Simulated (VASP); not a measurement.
# Sc3Ge3Ru2 in VASP: single point with PBE

Aim: the single point of Sc3Ge3Ru2 with PBE.

Everything below comes from runs of VASP 6.6.1. Logs are shortened: lines on timing, memory, paths and dates and some standing lists are left out, and cuts for length are marked.

## 1. The cell of the first run

The cell holds a disordered packing, 16 atoms: a = 7.449 Å, b = 6.476 Å, c = 6.336 Å, α = 96.32°, β = 90.48°, γ = 93.15°.

## 2. Single point, PBE

Contents of INCAR:

```
SYSTEM = Sc3Ge3Ru2
PREC = Accurate
ENCUT = 520
EDIFF = 1E-7
ISMEAR = 0
SIGMA = 0.1
LREAL = Auto
LASPH = .True.
NELM = 80
ALGO = Normal
ISIF = 2
LWAVE = .False.
LCHARG = .True.
GGA = PE
LELF = .True.
LVHAR = .True.
NBANDS = 117
```

Contents of KPOINTS:

```
regular mesh
0
Gamma
  2 3 3
  0 0 0
```

Contents of POSCAR:

```
Sc3Ge3Ru2
1.0
    7.2452340000     -1.2370800000     -1.2093180000
    0.8407140000      6.3833290000      0.6956650000
    0.7166570000     -1.4691620000      6.1215870000
Sc Ge Ru
6 6 4
Direct
    0.7192005814      0.7483106900      0.7734944635
    0.3101686968      0.7867762582      0.0528459176
    0.3813338124     -0.0155063971      0.6806697513
    0.0547129688      0.5280491430      0.8055463511
    0.6691878382      0.3554675372      1.0015725618
    0.2634148627      0.5295354169      0.3926813552
    0.9211439055      0.3461204232      0.3505269208
    0.6008483103      0.7121944425      0.3777588932
    0.6481495279      0.9850409969      0.1048161769
    0.3691204811      0.1604014310      0.2685371262
    0.6245995880      0.3137414926      0.5435333271
    0.0749791778      0.0596571713      0.5504832755
    0.3949428257      0.4698246540      0.7684159190
    0.1819932910      0.2037420974      0.9865321716
    0.9524061804      0.7263947170      0.4464550706
    0.9522682248      0.9243496687      0.1198874398
```

Potentials or basis: VASP PAW PBE potentials, release 64 (Sc_sv, Ge_d, Ru_pv).

Command:

```sh
$ cat potpaw_PBE.64/Sc_sv/POTCAR potpaw_PBE.64/Ge_d/POTCAR potpaw_PBE.64/Ru_pv/POTCAR > POTCAR
$ mpirun -np 1 vasp_std > vasp.out
```

OUTCAR:

```text
SYSTEM = Sc3Ge3Ru2
   PREC = Accurate
   ENCUT = 520
   EDIFF = 1E-7
   ISMEAR = 0
   LREAL = Auto
   LASPH = .True.
   NELM = 80
   ISIF = 2
   GGA = PE

 ion  position               nearest neighbor table
   1  0.719  0.748  0.773-   9 2.54   8 2.63  15 2.71  16 2.88  13 2.93   4 2.96  11 3.07   5 3.07
                             3 3.10
   2  0.310  0.787  0.053-  10 2.66  13 2.68   9 2.76   4 2.81   3 2.84   6 2.88  16 2.88  14 2.98
                             8 3.07
   3  0.381  0.984  0.681-  12 2.51  14 2.77   2 2.84  11 2.93  10 2.96   8 3.02   1 3.10  13 3.13
                             6 3.36
   4  0.055  0.528  0.806-  13 2.59  14 2.71   2 2.81  15 2.85   1 2.96   6 3.05   7 3.12  16 3.20
                             5 3.32
   5  0.669  0.355  0.002-   9 2.55  13 2.69   7 2.90  11 2.90   1 3.07  10 3.11   4 3.32
   6  0.263  0.530  0.393-  10 2.60  13 2.64  15 2.71   8 2.73   7 2.75   2 2.88   4 3.05  14 3.17
                             3 3.36
   7  0.921  0.346  0.351-  15 2.47  11 2.54  12 2.66   6 2.75   5 2.90  16 2.97  14 3.12   4 3.12

   8  0.601  0.712  0.378-   9 2.62   1 2.63  15 2.65   6 2.73  11 2.90   3 3.02   2 3.07
   9  0.648  0.985  0.105-  16 2.32   1 2.54   5 2.55  10 2.59   8 2.62   2 2.76
  10  0.369  0.160  0.269-  14 2.31   9 2.59   6 2.60  11 2.65   2 2.66   3 2.96   5 3.11
  11  0.625  0.314  0.544-  13 2.43   7 2.54  10 2.65   5 2.90   8 2.90   3 2.93   1 3.07
  12  0.075  0.060  0.550-  15 2.32   3 2.51   7 2.66  16 2.90  14 2.91
  13  0.395  0.470  0.768-  11 2.43   4 2.59   6 2.64   2 2.68   5 2.69  14 2.77   1 2.93   3 3.13

  14  0.182  0.204  0.987-  10 2.31  16 2.63   4 2.71   3 2.77  13 2.77  12 2.91   2 2.98   7 3.12
                             6 3.17
  15  0.952  0.726  0.446-  12 2.32   7 2.47  16 2.55   8 2.65   6 2.71   1 2.71   4 2.85
  16  0.952  0.924  0.120-   9 2.32  15 2.55  14 2.63   2 2.88   1 2.88  12 2.90   7 2.97   4 3.20

  LATTYP: Found a triclinic cell.
 ALAT       =     6.3360762019
 B/A-ratio  =     1.5065405539
 C/A-ratio  =     1.7465024324
 COS(alpha) =     0.0043727291
 COS(beta)  =     0.5025421916
 COS(gamma) =     0.7384576384

  Lattice vectors:

 A1 = (   0.7166570000,  -1.4691620000,   6.1215870000)
 A2 = (  -0.1240570000,  -7.8524910000,   5.4259220000)
 A3 = (   8.8026050000,   3.6770870000,   5.6079340000)

Analysis of symmetry for initial positions (statically):
=====================================================================
 Subroutine PRICEL returns:
 Original cell was already a primitive cell.

 Routine SETGRP: Setting up the symmetry group for a
 triclinic supercell.

 Subroutine GETGRP returns: Found  1 space group operations
 (whereof  1 operations were pure point group operations)
 out of a pool of  2 trial point group operations.

The static configuration has the point symmetry C_1 .

Analysis of symmetry for dynamics (positions and initial velocities):
=====================================================================
 Subroutine PRICEL returns:
 Original cell was already a primitive cell.

 Routine SETGRP: Setting up the symmetry group for a
 triclinic supercell.

 Subroutine GETGRP returns: Found  1 space group operations
 (whereof  1 operations were pure point group operations)
 out of a pool of  2 trial point group operations.

The dynamic configuration has the point symmetry C_1 .

 Subroutine INISYM returns: Found  1 space group operations
 (whereof  1 operations are pure point group operations),
 and found     1 'primitive' translations

----------------------------------------------------------------------------------------

                                     Primitive cell

  volume of cell :     303.2963

  direct lattice vectors                    reciprocal lattice vectors
     7.245234000 -1.237080000 -1.209318000     0.132207859 -0.015324788 -0.019155537
     0.840714000  6.383329000  0.695665000     0.030826549  0.149091840  0.032172703
     0.716657000 -1.469162000  6.121587000     0.022614461 -0.019970396  0.155916013

  length of vectors
     7.448908153  6.475927651  6.336076202     0.134464500  0.155607634  0.158808167

  position of ions in fractional coordinates (direct lattice)
     0.719200581  0.748310690  0.773494464
     0.310168697  0.786776258  0.052845918
     0.381333812  0.984493603  0.680669751
     0.054712969  0.528049143  0.805546351
     0.669187838  0.355467537  0.001572562
     0.263414863  0.529535417  0.392681355
[... 8 lines left out ...]
     0.952406180  0.726394717  0.446455071
     0.952268225  0.924349669  0.119887440

  ion indices of the primitive-cell ions
   primitive index   ion index
                 1           1
                 2           2
                 3           3
                 4           4
                 5           5
                 6           6
[... 8 lines left out ...]
                15          15
                16          16

----------------------------------------------------------------------------------------

 KPOINTS: regular mesh

Automatic generation of k-mesh.
 Grid dimensions read from file:
 generate k-points for:    2    3    3

 Generating k-lattice:

  Cartesian coordinates                     Fractional coordinates (reciprocal lattice)
     0.066103930 -0.007662394 -0.009577768     0.500000000 -0.000000000  0.000000000
     0.010275516  0.049697280  0.010724234    -0.000000000  0.333333333  0.000000000
     0.007538154 -0.006656799  0.051972004     0.000000000 -0.000000000  0.333333333

  Length of vectors
     0.067232250  0.051869211  0.052936056

  Shift w.r.t. Gamma in fractional coordinates (k-lattice)
     0.000000000  0.000000000  0.000000000

 Subroutine IBZKPT returns following result:
 ===========================================

 Found     10 irreducible k-points:

 Following reciprocal coordinates:
            Coordinates               Weight
  0.000000  0.000000  0.000000      1.000000
  0.500000 -0.000000  0.000000      1.000000
 -0.000000  0.333333  0.000000      2.000000
  0.500000  0.333333  0.000000      2.000000
  0.000000 -0.000000  0.333333      2.000000
  0.500000 -0.000000  0.333333      2.000000
  0.000000  0.333333  0.333333      2.000000
  0.500000  0.333333  0.333333      2.000000
  0.000000 -0.333333  0.333333      2.000000
  0.500000 -0.333333  0.333333      2.000000
   k-points           NKPTS =     10   k-points in BZ     NKDIM =     10   number of bands    NBANDS=    117
   number of dos      NEDOS =    301   number of ions     NIONS =     16
   total plane-waves  NPLWV = 129024
   dimension x,y,z NGX =    56 NGY =   48 NGZ =   48
   dimension x,y,z NGXF=   112 NGYF=   96 NGZF=   96
   ions per type =               6   6   4
   NGX,Y,Z   is equivalent  to a cutoff of  12.50, 12.32, 12.59 a.u.
   NGXF,Y,Z  is equivalent  to a cutoff of  25.00, 24.64, 25.19 a.u.
 SYSTEM =  Sc3Ge3Ru2
   PREC   = accura    normal or accurate (medium, high low for compatibility)
   ISTART =      0    job   : 0-new  1-cont  2-samecut
   ICHARG =      2    charge: 1-file 2-atom 10-const
   ISPIN  =      1    spin polarized calculation?
   LNONCOLLINEAR =      F non collinear calculations
   LSORBIT =      F    spin-orbit coupling
   LASPH  =      T    aspherical Exc in radial PAW
   ENCUT  =  520.0 eV  38.22 Ry    6.18 a.u.  13.85 12.04 11.78*2*pi/ulx,y,z
   NELM   =     80;   NELMIN=  2; NELMDL= -5     # of ELM steps
   EDIFF  = 0.1E-06   stopping-criterion for ELM
   LREAL  =      T    real-space projection
   EDIFFG = 0.1E-05   stopping-criterion for IOM
   NSW    =      0    number of steps for IOM
   IBRION =     -1    ionic relax: 0-MD 1-quasi-New 2-CG
   NFREE  =      0    steps in history (QN), initial steepest desc. (CG)
   ISIF   =      2    stress and relaxation
   ISYM   =      2    0-nonsym 1-usesym 2-fastsym
   POTIM  = 0.5000    time-step for ionic-motion
   TEBEG  =    0.0;   TEEND  =   0.0 temperature during run
   PSTRESS=    0.0 pullay stress
   NELECT =     206.0000    total number of electrons
   NUPDOWN=      -1.0000    fix difference up-down
   EMIN   =  10.00;   EMAX   =-10.00  energy-range for DOS
   EFERMI =   0.00;   METHOD = LEGACY
   ISMEAR =     0;   SIGMA  =   0.10  broadening in eV -4-tet -1-fermi 0-gaus
   EFERMI_NEDOS =   21; number of points for ismear=-14 and -15
   IALGO  =     38    algorithm
   IMIX   =      4    mixing-type and parameters
     AMIX     =   0.40;   BMIX     =  1.00
     AMIX_MAG =   1.60;   BMIX_MAG =  1.00
  volume/ion in A,a.u.               =      18.96       127.92
  Fermi-wavevector in a.u.,A,eV,Ry     =   1.439047  2.719404 28.175698  2.070855
  Thomas-Fermi vector in A             =   2.557946
   LORBIT       =      0    0 simple, 1 ext, 2 COOP (PROOUT), +10 PAW based schemes
   GGA     = PE    functional components
   LHFCALC =     F    Hartree Fock is set to
   AEXX    =    0.0000 exact exchange contribution
   IVDW    =     0    specifies the selected vdW correction
   LEPSILON=     F    determine dielectric tensor
   LRPA    =     F    only Hartree local field effects (RPA)
 non-spin polarized calculation
 Gauss-broadening in eV      SIGMA  =   0.10
  energy-cutoff  :      520.00
  volume of cell :      303.30
 maximum number of plane-waves:      8182
 NGX is ok and might be reduce to    56
   NGX = 27   NGY = 25   NGZ = 23

 number of electron     206.0000030 magnetization

 Free energy of the ion-electron system (eV)
  ---------------------------------------------------
  ext. energy  EPLUGINS =         0.00000000
  ---------------------------------------------------
  free energy    TOTEN  =      -100.96043144 eV

  energy without entropy =     -100.89607638  energy(sigma->0) =     -100.92825391

 E-fermi :   6.4585     XC(G=0): -11.2181

 val. band max:        6.4549671764   @ k =   0.5000   0.3333   0.3333
 cond. band min:       6.4709711307   @ k =   0.0000  -0.0000   0.3333
 fundamental gap:      0.0160039543
 Fermi energy:         6.4584698579

 k-point     1 :       0.0000    0.0000    0.0000
  band No.  band energies     occupation
      1     -43.2271      2.00000
      2     -42.8742      2.00000
      3     -42.8486      2.00000
      4     -42.7668      2.00000
      5     -42.7175      2.00000
      6     -42.6279      2.00000
[... 107 lines left out ...]
    114       7.9557      0.00000
    115       8.1469      0.00000
[... 1060 lines left out ...]
    114       7.9651      0.00000
    115       8.0782      0.00000
 [bands above 115 left out]

------------------------ aborting loop because EDIFF is reached ----------------------------------------

  FORCE on cell =-STRESS in cart. coord.  units (eV):
  Direction    XX          YY          ZZ          XY          YZ          ZX
  --------------------------------------------------------------------------------------
  -------------------------------------------------------------------------------------
  Total        8.7343073     10.9962720      4.7099580     -0.3901571     -0.9027491      2.1143721
  in kB       46.1394066     58.0883457     24.8805839     -2.0610241     -4.7688161     11.1692744
  external PRESSURE =      43.0361121 kB  Pullay stress =       0.0000000 kB

 VOLUME and BASIS-vectors are now :
 -----------------------------------------------------------------------------
  energy-cutoff  :      520.00
  volume of cell :      303.30
      direct lattice vectors                 reciprocal lattice vectors
     7.245234000 -1.237080000 -1.209318000     0.132207859 -0.015324788 -0.019155537
     0.840714000  6.383329000  0.695665000     0.030826549  0.149091840  0.032172703
     0.716657000 -1.469162000  6.121587000     0.022614461 -0.019970396  0.155916013

 POSITION                                       TOTAL-FORCE (eV/Angst)
 -----------------------------------------------------------------------------------
      6.39422      2.75062      4.38584         0.603210      0.240685     -0.481529
      2.94657      4.56091      0.49574         0.914868     -0.296838      0.570631
      4.07834      4.81259      4.39050         0.830668      0.018497     -0.495299
      1.41765      2.11955      5.23240        -1.144566     -0.146465     -0.346402
      5.14840      1.43892     -0.55235        -0.164768      0.879442      0.781376
      2.63511      2.47742      2.45366         0.402834     -0.583585      0.370064
[... 8 lines left out ...]
      7.83105      2.80270      2.08658        -0.784989     -0.410648     -1.082720
      7.76244      4.54626      0.22534         0.803476     -0.162287     -0.419569
 -----------------------------------------------------------------------------------
    total drift:                                0.004028     -0.001255      0.003255

  FREE ENERGIE OF THE ION-ELECTRON SYSTEM (eV)
  ---------------------------------------------------
  free  energy   TOTEN  =      -100.9604314396 eV

  energy  without entropy=     -100.8960763802  energy(sigma->0) =     -100.92825391
```

It took 16 min on 1 thread of Intel Xeon Platinum 8259CL at 2.50GHz (Skylake/Cascade Lake), shared host; peak memory 0.47 GiB.

Results:

```
Free energy            : -100.9604 eV
Pressure               : 4.3 GPa
Largest force          : 2.057 eV/Å
Band gap on the k mesh : zero (bands 103 and 104 overlap by 0.19 eV)
```

Forces in eV/Å, atoms in the order of the input:
```
Sc   0.603  0.241 -0.482
Sc   0.915 -0.297  0.571
Sc   0.831  0.018 -0.495
Sc  -1.145 -0.146 -0.346
Sc  -0.165  0.879  0.781
Sc   0.403 -0.584  0.370
Ge  -0.059 -0.950 -0.542
Ge  -0.069  0.354 -0.729
Ge  -1.044 -0.013  0.510
Ge   0.898 -0.998  0.882
Ge   0.411 -0.139  0.038
Ge  -0.649  1.670  1.012
Ru  -0.204  0.449  0.680
Ru  -0.746  0.088 -0.749
Ru  -0.785 -0.411 -1.083
Ru   0.803 -0.162 -0.420
```

Caveat: the k points lie up to 0.42 Å⁻¹ apart.
